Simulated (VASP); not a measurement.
Na6BN, 8 atoms in the cell. It takes space group Fm-3m (No. 225, cubic). The conventional cell has a = 9.090 Å, b = 9.090 Å, c = 9.090 Å, α = 90.00°, β = 90.00°, γ = 90.00°. Na (site symmetry 4mm) has 1 N at 2.23 Å and 1 B at 2.31 Å within 3.0 Å. Within 3.1 Å of B (site symmetry m-3m) lie 6 Na at 2.31 Å. N (site symmetry m-3m) has 6 Na at 2.23 Å within 3.0 Å. 

| Quantity | Value |
| --- | --- |
| Program | VASP 6.6.1 |
| Task | single point |
| Functional | PBE |
| Potentials or basis | VASP PAW PBE potentials, release 64 (Na_pv, B, N) |
| Cutoff | 520 eV |
| k mesh | 4 × 4 × 4 |
| Occupations | gaussian, width 0.1 eV |
| Spin | no spin polarisation |
| Dipole correction | no |
| Further INCAR settings | ALGO = Normal; EDIFF = 1e-06; NBANDS = 35 |

Potentials or basis: VASP PAW PBE potentials, release 64 (Na_pv, B, N).

Command:

```sh
$ cat potpaw_PBE.64/Na_pv/POTCAR potpaw_PBE.64/B/POTCAR potpaw_PBE.64/N/POTCAR > POTCAR
$ mpirun -np 1 vasp_std > vasp.out
```

Hardware: 1 thread of Intel(R) Xeon(R) 6975P-C (Granite Rapids), on a shared host.

Question: How long does it take, and how much memory?

Answer: Wall time 43 s on 1 thread of Intel(R) Xeon(R) 6975P-C (Granite Rapids), on a shared host, peak memory 0.32 GiB. Counts: scf iterations 19, k points 8.
